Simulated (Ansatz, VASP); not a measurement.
## SiO2 in VASP and in Ansatz

```
Si O
1.0
    -2.42153    2.42153    3.74400
     2.42153   -2.42153    3.74400
     2.42153    2.42153   -3.74400
Si O
2 4
Direct
  0.00000 0.00000 0.00000
  0.75000 0.25000 0.50000
  0.99838 0.62500 0.87338
  0.37500 0.24838 0.37338
  0.75162 0.12500 0.12662
  0.87500 0.00162 0.62662
```

Change from the starting cell: equal xx and yy strain of +2 %, crystal datasets.

Alike in both runs: task electric field gradients; functional PBE; k mesh 7 × 7 × 7; occupations fermi-dirac, width 0.03 eV; no spin polarisation.

```csv
,VASP,Ansatz
version,VASP 6.6.1,Ansatz 0.2.0
potentials or method,"VASP PAW PBE potentials, release 64 (Si, O), cutoff 520 eV","all-electron PAW with datasets made for the crystal, scalar-relativistic"
```

Ansatz gave:

* gap on the k mesh at the Fermi level (eV): 5.80
* pressure (GPa): -2.8
* traceless stress, the component that is largest in VASP (GPa): -0.63
* rms of the force components (eV/Å): 0.178
* size of Vzz on the site where it differs most (V/Å²): 92.2

Problem. Which values does VASP return?

Solution. gap on the k mesh at the Fermi level (eV): 5.79; pressure (GPa): -2.7; traceless stress, the component that is largest in VASP (GPa): -0.58; rms of the force components (eV/Å): 0.177; size of Vzz on the site where it differs most (V/Å²): 91.2.

Atom by atom the forces differ by 0.000 eV/Å (rms over components). Ansatz ran all-electron here, and VASP with PAW potentials.
